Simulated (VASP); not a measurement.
A run of VASP 6.6.1 is set up as follows.

Contents of INCAR:

```
  PREC = Accurate
  ENCUT = 520
  EDIFF = 1E-6
  ISMEAR = 0
  SIGMA = 0.05
  LREAL = F
  LASPH = T
  NELM = 80
  ALGO = Normal
  ISIF = 2
  LWAVE = F
  LCHARG = F
  NBANDS = 16
```

The input KPOINTS:

```
regular mesh
0
Gamma
  10 10 6
```

POSCAR

```
Si
1.0
    0.0000000000     -2.7007989451     -2.7007989451
    0.0000000000      2.7007989451     -2.7007989451
    5.2757406594      0.0000000000      0.0000000000
Si
4
Direct
    0.5000000000      0.5000000000     -0.0122186067
    0.0000000000      0.0000000000      0.5122186067
    0.0000000000      0.5000000000      0.2500000000
    0.5000000000      0.0000000000      0.7500000000
```

Potentials or basis: VASP PAW LDA potentials, release 64 (Si).

Launch:

```console
$ cat potpaw_LDA.64/Si/POTCAR > POTCAR
$ mpirun -np 1 vasp_std > vasp.out
```

**Question.** Estimate the band gap on the k mesh.

**Answer.** 0.24 eV.

**Question.** What does it give for the largest force?

**Answer.** 1.138 eV/Å.

**Question.** Predict the pressure.

**Answer.** 2.6 GPa.

Forces on the atoms (eV/Å):
```
Si   1.138  0.000  0.000
Si  -1.138  0.000  0.000
Si   0.000  0.000  0.000
Si   0.000  0.000  0.000
```

Caveat: the cell differs from its parent crystal (mode 6 frozen in at -0.066 Å, normal strain along x -0.0233); forces of over 1 eV/Å act on the atoms, so gaps and moduli don't describe the material at rest. A k mesh can miss the band edges.
